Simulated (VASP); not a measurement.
Si3N4, 14 atoms in the cell. The structure is hexagonal, space group P6_3/m (No. 176). The conventional cell has a = 7.602 Å, b = 7.602 Å, c = 2.906 Å, α = 90.00°, β = 90.00°, γ = 120.00°. Si (site symmetry m) has 4 N at 1.73 to 1.74 Å within 2.3 Å. N (site symmetry m) has 3 Si at 1.74 Å within 2.3 Å. Within 2.3 Å of N (site symmetry -6) lie 3 Si at 1.73 Å. 

```yaml
Program: VASP 6.6.1
Task: electric field gradients
Functional: r2SCAN
Potentials_or_basis: VASP PAW PBE potentials, release 64 (Si, N)
Cutoff: 520 eV
k_mesh: 4 × 4 × 10
Occupations: fermi-dirac, width 0.02 eV
Spin: no spin polarisation
Dipole_correction: no
Further_INCAR_settings: ALGO = Normal; EDIFF = 1e-08; NBANDS = 45
```

Potentials or basis: VASP PAW PBE potentials, release 64 (Si, N).

The run is started by

```sh
$ cat potpaw_PBE.64/Si/POTCAR potpaw_PBE.64/N/POTCAR > POTCAR
$ cp INCAR.step1 INCAR
$ mpirun -np 1 vasp_std > vasp.out
$ cp INCAR.step2 INCAR
$ mpirun -np 1 vasp_std > vasp.out
```

Hardware: 1 thread of Oxide Virtual Turin-like Processor (shared host).

Problem. Estimate the wall time of this run.

Solution. Wall time 22 min on 1 thread of Oxide Virtual Turin-like Processor, on a shared host, peak memory 0.33 GiB. Counts: k points 24.
